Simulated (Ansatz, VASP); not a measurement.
Two plane-wave programs on NiO

Contents of INCAR:

```
  PREC = Accurate
  ENCUT = 1340
  EDIFF = 1E-6
  ISMEAR = 0
  SIGMA = 0.05
  LREAL = F
  LASPH = T
  NELM = 200
  ALGO = Normal
  ISIF = 2
  LWAVE = F
  LCHARG = F
  LMAXMIX = 4
  LDAU = T
  LDAUTYPE = 2
  LDAUL = 2 -1
  LDAUU = 4 0
  LDAUJ = 0 0
  LDAUPRINT = 1
  GGA = PS
  NBANDS = 19
  GGA_COMPAT = F
```

File KPOINTS:

```
Automatic mesh
0
Gamma
  8 8 8
```

The input POSCAR:

```
NiO
1.0
    0.0000000000      2.0913095100      2.0913095100
    2.0913095100      0.0000000000      2.0913095100
    2.0913095100      2.0913095100      0.0000000000
Ni O
1 1
Direct
    0.0000000000      0.0000000000      0.0000000000
    0.5000000000      0.5000000000      0.5000000000
```

Input for Ansatz:

```yaml
crystal:
  lattice:
    - [0.0, 2.09130951, 2.09130951]
    - [2.09130951, 0.0, 2.09130951]
    - [2.09130951, 2.09130951, 0.0]
  atoms:
    - { symbol: Ni, position: [0.0, 0.0, 0.0] }
    - { symbol: O, position: [0.5, 0.5, 0.5] }
basis:
  ecutwfc: 420
  ecutrho_ratio: 4
kpoints:
  mp_grid: { grid: [8, 8, 8] }
hamiltonian:
  xc: pbesol
  hubbard: { sites: [{ site: 0, l: d, u_eff: 4.0 }] }
scf:
  occupations: { method: gaussian, width: 0.05 }
  lower_state_search: "off"
  max_iter: 150
output:
  forces: true
  stress: true
  eigenvalues: true
  populations: true
  hubbard: { sites: [{ site: 0, l: d }] }
```

Alike in both runs: task single point; functional PBEsol; k mesh 8 × 8 × 8; occupations gaussian, width 0.05 eV; no spin polarisation; Hubbard terms Ni d U = 4.0 eV.

```csv
,VASP,Ansatz
version,VASP 6.6.1,Ansatz 0.2.0
potentials or method,"VASP PAW PBE potentials, release 64 (Ni_sv_GW, O_h), cutoff 1340 eV","scalar-relativistic, plane waves, PAW"
valence electrons in the cell,24,24
```

```tsv
	VASP	Ansatz	Ansatz less VASP
gap on the k mesh at the Fermi level (eV)	none	none	-
pressure (GPa)	-13.3	-12.2	+1.05
```

VASP's potentials were made for PBE, not for PBEsol. The programs project onto different local orbitals, so the same U acts differently, and such runs can settle in different states. A gap of «none» marks a metal or a gap that the smearing closes. Ansatz's warnings: filled band counts differ across k points.
